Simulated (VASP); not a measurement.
Crystal: Li2S.

```
CELL_PARAMETERS angstrom
0.00000 2.91984 2.91984
2.91984 0.00000 2.91984
2.91984 2.91984 0.00000
ATOMIC_POSITIONS crystal
Li 0.25000 0.25000 0.25000
Li 0.75000 0.75000 0.75000
S 0.00000 0.00000 0.00000
```

This cell differs from its parent crystal: strain +2.6%.

Base run:

- Program: VASP 6.6.1
- Functional: r2SCAN
- Potentials or basis: VASP PAW PBE potentials, release 64 (Li_sv, S)
- Cutoff: 830 eV
- k mesh: 8 × 8 × 8
- Occupations: gaussian, width 0.01 eV
- Spin: no spin polarisation

Its results: band gap on the k mesh 3.89 eV (least direct gap 4.64 eV); pressure -3.1 GPa.

Problem. The run is repeated on the same cell with these changes: functional from r2SCAN to PBE; cutoff from 830 eV to 750 eV; occupations from gaussian, width 0.01 eV to fermi-dirac, width 0.02 eV. What comes out?

Solution. Band gap on the k mesh 3.42 eV (least direct gap 3.90 eV); pressure -2.7 GPa.

Caveats: the cell stands under tension (at least some runs); the PAW data sets were made with another functional, which shifts forces and pressure a little (at least some runs).

A k mesh can miss the band edges.
